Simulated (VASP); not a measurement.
# Si62As (a cell with a defect) in VASP: a series of runs, part 2 of 2

VASP 6.6.1. The steps go on from the part before.

### 3 Single point, LDA

Contents of INCAR:

```
SYSTEM = Si62As
ALGO     = Normal         ! electronic algorithm
EDIFF    = 1E-6           ! SCF threshold, eV
ENCUT    = 520            ! plane-wave cutoff, eV
GGA      = CA             ! functional
ISIF     = 2              ! what is computed and relaxed
ISMEAR   = -1             ! smearing method
LASPH    = .TRUE.         ! aspherical terms in the spheres
LCHARG   = .FALSE.        ! write CHGCAR
LREAL    = Auto         
LWAVE    = .FALSE.        ! write WAVECAR
NBANDS   = 164            ! bands
NELECT   = 252.0        
NELM     = 100            ! most SCF steps
PREC     = Accurate       ! precision mode
SIGMA    = 0.05           ! smearing width, eV
```

Contents of KPOINTS:

```
k-points
0
G
  1 1 1
  0 0 0
```

Contents of POSCAR:

```
Si62As
1.0
   10.8600000000      0.0000000000      0.0000000000
    0.0000000000     10.8600000000      0.0000000000
    0.0000000000      0.0000000000     10.8600000000
Si As
62 1
Direct
    0.5009651013     -0.0012888582      0.0027089319
    0.6273691529      0.1191461326      0.1308398711
    0.7495348066      0.2487703499      0.0013957643
    0.8755825046      0.3751953959      0.1245740331
    0.7538922652     -0.0050545120      0.2551492634
    0.8755104052      0.1247660221      0.3763660221
    0.0002840700      0.0020516575     -0.0002363720
    0.1269116022      0.1239064457      0.1261571823
    0.2496926335      0.2500949355      0.0000087477
    0.3761248619      0.3722676796      0.1265060773
    0.4974962247      0.4993817680      0.0001670350
    0.6256921731      0.6249945672      0.1255067219
    0.7499383978      0.7498874770     -0.0003540516
    0.8754701657      0.8735764273      0.1254340700
    0.2516025783     -0.0011008287      0.2511615101
    0.3782287293      0.1210131676      0.3775123389
    0.5010141805      0.2471645488      0.2514103131
    0.6245903315      0.3744649171      0.3749796501
    0.7490481584      0.5003113260      0.2499652855
    0.8662627072      0.6336441989      0.3723648250
    0.5021411602     -0.0027360958      0.5036294659
    0.6256644567      0.1246117864      0.6252506446
    0.7499238490      0.2503574586      0.5002216390
    0.8737600368      0.3773328729      0.6242529466
    0.7491417127      0.0003750460      0.7499350829
    0.8756727440      0.1255293738      0.8751160221
   -0.0013659300      0.5011180479     -0.0023436464
    0.1249618785      0.6234507366      0.1244284530
    0.2489880295      0.7497651934     -0.0007995396
    0.3775574586      0.8726136280      0.1282888582
    0.0002959484      0.2504173112      0.2478644567
    0.1231688766      0.3765116943      0.3759594843
    0.2499741252      0.4993139963      0.2482406998
    0.3751257827      0.6249392265      0.3765168508
    0.5011837017      0.7464779926      0.2518613260
    0.0000253223      0.0006726519      0.5000161142
    0.1251042357      0.1256456722      0.6265879374
    0.2495855433      0.2503677716      0.5002127993
    0.3741215470      0.3753471455      0.6262332413
    0.4999261510      0.5002860958      0.4997012891
    0.6225197053      0.6319289134      0.6181534070
    0.8657441068      0.8780301105      0.6159104052
    0.2499354512      0.0017676796      0.7507486188
    0.3760491713      0.1236442910      0.8777033149
    0.4974148250      0.2500532228      0.7506802026
    0.6251503683      0.3750040516      0.8750644567
    0.7473855433      0.5044220994      0.7455594843
    0.8736676796      0.6258999079      0.8725110497
   -0.0000382136      0.7499895948      0.2496552486
    0.1247918969      0.8750674954      0.3750540516
   -0.0066251381      0.5059787293      0.4977133517
    0.1215426335      0.6260124309      0.6240375691
    0.2489121547      0.7497848066      0.5003407919
    0.3751973297      0.8734545120      0.6252799263
   -0.0012517495      0.2523127993      0.7491000921
    0.1247831492      0.3749036832      0.8752097606
    0.2470168508      0.5012758748      0.7488183241
    0.3740816759      0.6237034070      0.8748242173
    0.4999014733      0.7502070902      0.7499095764
    0.6246252302      0.8751055249      0.8755050645
   -0.0071657459      0.7524179558      0.7434515654
    0.1226383978      0.8739854512      0.8730260589
    0.7074549724      0.7945059853      0.4561334254
```

Potentials or basis: VASP PAW LDA potentials, release 64 (Si, As).

Command:

```console
cat potpaw_LDA.64/Si/POTCAR potpaw_LDA.64/As/POTCAR > POTCAR
mpirun -np 1 vasp_gam > vasp.out
```

Wall time 5.5 min (1 thread of Oxide Virtual Turin-like, shared host); peak memory 0.67 GiB.

It converged, with:

* Free energy: -371.2378 eV
* Largest force: 0.960 eV/Å

Forces in eV/Å, atoms in the order of the input:
```
Si   0.004 -0.003 -0.006
Si  -0.008  0.045 -0.045
Si   0.003  0.033 -0.035
Si  -0.028  0.000 -0.002
Si  -0.015  0.150 -0.151
Si  -0.010 -0.010  0.028
Si  -0.009  0.005  0.005
Si  -0.006  0.003 -0.003
Si   0.000 -0.003  0.006
Si  -0.006  0.008 -0.006
Si   0.000  0.009  0.007
Si   0.016  0.002  0.002
Si  -0.005  0.005 -0.021
Si  -0.009 -0.027  0.008
Si  -0.007 -0.003  0.004
Si  -0.039  0.041 -0.014
Si   0.003  0.006  0.003
Si   0.001  0.006 -0.001
Si   0.012  0.002  0.004
Si  -0.034  0.033  0.043
Si  -0.128  0.129  0.009
Si   0.016 -0.005 -0.005
Si  -0.005  0.022 -0.004
Si  -0.002  0.000  0.000
Si   0.007 -0.008 -0.003
Si  -0.024  0.003  0.000
Si   0.002 -0.003  0.010
Si  -0.002  0.024 -0.001
Si  -0.022 -0.009 -0.018
Si  -0.037  0.016 -0.039
Si  -0.010 -0.005 -0.005
Si  -0.029  0.023  0.001
Si   0.003  0.007 -0.001
Si   0.002 -0.002  0.020
Si  -0.119 -0.015 -0.121
Si  -0.006 -0.008  0.003
Si  -0.001  0.001 -0.021
Si  -0.028  0.024  0.008
Si  -0.001  0.005 -0.030
Si  -0.005  0.001  0.014
Si   0.053  0.084 -0.083
Si  -0.017 -0.041 -0.016
Si   0.002  0.003 -0.007
Si  -0.005  0.005 -0.008
Si  -0.002 -0.007 -0.009
Si   0.000  0.035 -0.038
Si   0.020  0.021 -0.020
Si  -0.001 -0.001  0.002
Si  -0.003 -0.006  0.001
Si   0.005  0.001 -0.003
Si  -0.004  0.006  0.020
Si   0.006  0.000  0.000
Si  -0.012  0.009 -0.007
Si   0.002 -0.022  0.000
Si   0.001 -0.011  0.002
Si  -0.011  0.014 -0.016
Si   0.009 -0.005  0.005
Si   0.000  0.030 -0.004
Si  -0.006 -0.011  0.000
Si   0.000  0.000 -0.004
Si   0.000 -0.020 -0.002
Si  -0.023  0.000 -0.019
As   0.511 -0.585  0.565
```

Levels at points of the mesh, in eV from the Fermi level:
```csv
k point,band 122,band 123,band 124,band 125,band 126,band 127,band 128,band 129,band 130,band 131
"(0.00, 0.00, 0.00)",-1.42,-0.79,-0.69,-0.68,-0.18,0.22,0.23,0.29,0.31,0.34
```

Caveat: the k points lie up to 0.58 Å⁻¹ apart; the cell carries a net charge on a neutralising background, which shifts energy and pressure; the cell is charged against a uniform background, so pressure and absolute levels hang on convention.
